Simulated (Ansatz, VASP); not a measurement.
**GaBTe3: VASP beside Ansatz**

INCAR

```
SYSTEM = GaBTe3
  PREC = Accurate
  ENCUT = 520
  EDIFF = 1E-6
  ISMEAR = 0
  SIGMA = 0.1
  LREAL = .False.
  LASPH = .True.
  NELM = 60
  ALGO = Normal
  ISIF = 2
  LWAVE = .False.
  LCHARG = .False.
  GGA = PE
  NBANDS = 25
```

KPOINTS

```
regular mesh
0
Gamma
  6 6 4
  0 0 0
```

POSCAR

```
GaBTe3
1.0
    5.2292246300      0.0000000000      0.0000000000
   -2.6146123200      4.5286413700      0.0000000000
    0.0000000000      0.0000000000      5.9598383400
Ga B Te
1 1 3
Direct
    0.0000000000      0.0000000000      0.5000000000
    0.0000000000      0.0000000000      0.0000000000
    0.5000000000      0.0000000000      0.0000000000
    0.0000000000      0.5000000000      0.0000000000
    0.5000000000      0.5000000000      0.0000000000
```

Input for Ansatz:

```yaml
crystal:
  lattice:
    - [5.22922463, 0.0, 0.0]
    - [-2.61461232, 4.52864137, 0.0]
    - [0.0, 0.0, 5.95983834]
  atoms:
    - { symbol: Ga, position: [0.0, 0.0, 0.5] }
    - { symbol: B, position: [0.0, 0.0, 0.0] }
    - { symbol: Te, position: [0.5, 0.0, 0.0] }
    - { symbol: Te, position: [0.0, 0.5, 0.0] }
    - { symbol: Te, position: [0.5, 0.5, 0.0] }
basis:
  ecutwfc: 420
kpoints:
  mp_grid: { grid: [6, 6, 4] }
hamiltonian:
  xc: pbe
scf:
  occupations: { method: gaussian, width: 0.1 }
  lower_state_search: "off"
output:
  forces: true
  stress: true
  eigenvalues: true
```

Alike in both runs: task single point; functional PBE; k mesh 6 × 6 × 4; occupations gaussian, width 0.1 eV; no spin polarisation.

```csv
,VASP,Ansatz
version,VASP 6.6.1,Ansatz 0.2.0
potentials or method,"VASP PAW PBE potentials, release 64 (Ga_d, B, Te), cutoff 520 eV","scalar-relativistic, plane waves, PAW"
valence electrons in the cell,34,64
```

Ansatz gave:

* gap on the k mesh at the Fermi level (eV): none
* pressure (GPa): 22.7
* traceless stress, the component that is largest in VASP (GPa): -28.18

Problem. Estimate VASP's values.

Solution. gap on the k mesh at the Fermi level (eV): none; pressure (GPa): 22.9; traceless stress, the component that is largest in VASP (GPa): -28.37.

A gap of «none» marks a metal or a gap that the smearing closes. VASP's potentials hold 34 valence electrons a cell and Ansatz's 64, so a difference there can come from the potentials and not from the codes.

Spin-orbit coupling is off throughout.
